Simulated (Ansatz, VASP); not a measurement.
# Two plane-wave programs on Bi

File INCAR:

```
SYSTEM = Bi
ALGO = Normal
EDIFF = 1E-6
ENCUT = 500
GGA = PE
GGA_COMPAT = .False.
ISIF = 2
ISMEAR = 0
LASPH = .True.
LCHARG = .True.
LELF = .True.
LREAL = .False.
LVHAR = .True.
LWAVE = .False.
NBANDS = 14
NELM = 120
PREC = Accurate
SIGMA = 0.013000000000000001
```

KPOINTS

```
k-points
0
Gamma
  9 9 9
  0 0 0
```

The input POSCAR:

```
Bi
1.0
   -1.9814305318      1.9814305318      1.9814305318
    1.9814305318     -1.9814305318      1.9814305318
    1.9814305318      1.9814305318     -1.9814305318
Bi
1
Direct
    0.0000000000      0.0000000000      0.0000000000
```

Contents of input.yaml:

```yaml
crystal:
  lattice:
    - [-1.9814305318, 1.9814305318, 1.9814305318]
    - [1.9814305318, -1.9814305318, 1.9814305318]
    - [1.9814305318, 1.9814305318, -1.9814305318]
  atoms:
    - { symbol: Bi, position: [0.0, 0.0, 0.0] }
hamiltonian:
  xc: pbe
  pseudopotentials: { kind: paw }
kpoints:
  mp_grid: { grid: [9, 9, 9] }
scf:
  occupations: { method: gaussian, width: 0.013 }
output:
  forces: true
  stress: true
  eigenvalues: true
  write_density: true
  write_potential: true
  elf: true
  volumetric_format: npy
```

Alike in both runs: task single point; functional PBE; k mesh 9 × 9 × 9; occupations gaussian, width 0.013 eV; no spin polarisation.

```csv
,VASP,Ansatz
version,VASP 6.6.1,Ansatz 0.2.0
potentials or method,"VASP PAW PBE potentials, release 64 (Bi_d)",Ansatz PAW
plane-wave cutoff (eV),500,420
valence electrons in the cell,15,15
```

|  | VASP | Ansatz | Ansatz less VASP |
| --- | --- | --- | --- |
| gap on the k mesh at the Fermi level (eV) | none | none | - |
| pressure (GPa) | 0.8 | 0.8 | +0.03 |

A gap of «none» marks a metal or a gap that the smearing closes.

Neither program's run includes spin-orbit coupling.
